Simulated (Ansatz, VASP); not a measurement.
**GaN in VASP and in Ansatz**

INCAR

```
PREC = Accurate
ENCUT = 520
EDIFF = 1E-6
ISMEAR = 0
SIGMA = 0.03
LREAL = False
LASPH = True
NELM = 100
ALGO = Normal
ISIF = 2
LWAVE = False
LCHARG = False
GGA = PE
NBANDS = 26
```

File KPOINTS:

```
Automatic mesh
0
Gamma
  8 8 5
```

The input POSCAR:

```
GaN
1.0
    3.1889999985      0.0000000000      0.0000000000
   -1.5944999992      2.7617550113      0.0000000000
    0.0000000000      0.0000000000      5.1538900000
Ga N
2 2
Direct
    0.3333333333      0.6666666667     -0.0005140193
    0.6666666667      0.3333333333      0.4994859807
    0.3333333333      0.6666666667      0.3775140193
    0.6666666667      0.3333333333      0.8775140193
```

Input for Ansatz:

```yaml
crystal:
  lattice:
    - [3.1889999985, 0.0, 0.0]
    - [-1.5944999992, 2.7617550113, 0.0]
    - [0.0, 0.0, 5.15389]
  atoms:
    - { symbol: Ga, position: [0.3333333333, 0.6666666667, -0.0005140193] }
    - { symbol: Ga, position: [0.6666666667, 0.3333333333, 0.4994859807] }
    - { symbol: "N", position: [0.3333333333, 0.6666666667, 0.3775140193] }
    - { symbol: "N", position: [0.6666666667, 0.3333333333, 0.8775140193] }
scf:
  occupations: { method: gaussian, width: 0.03 }
output:
  eigenstates: { kpoints: [[0, 0, 0]] }
hamiltonian:
  xc: pbe
kpoints:
  mp_grid: { grid: [8, 8, 5] }
```

Alike in both runs: task single point; functional PBE; k mesh 8 × 8 × 5; occupations gaussian, width 0.03 eV; no spin polarisation.

```csv
,VASP,Ansatz
version,VASP 6.6.1,Ansatz 0.2.0
potentials or method,"VASP PAW PBE potentials, release 64 (Ga_d, N)","scalar-relativistic, plane waves, PAW"
plane-wave cutoff (eV),520,420
valence electrons in the cell,36,36
```

|  | VASP | Ansatz | Ansatz less VASP |
| --- | --- | --- | --- |
| gap on the k mesh at the Fermi level (eV) | 1.98 | 1.97 | -0.009 |
| least direct gap on the mesh (eV) | 1.98 | 1.97 | -0.009 |

The functional is the same, so the differences come from potentials, cutoffs and numerics.
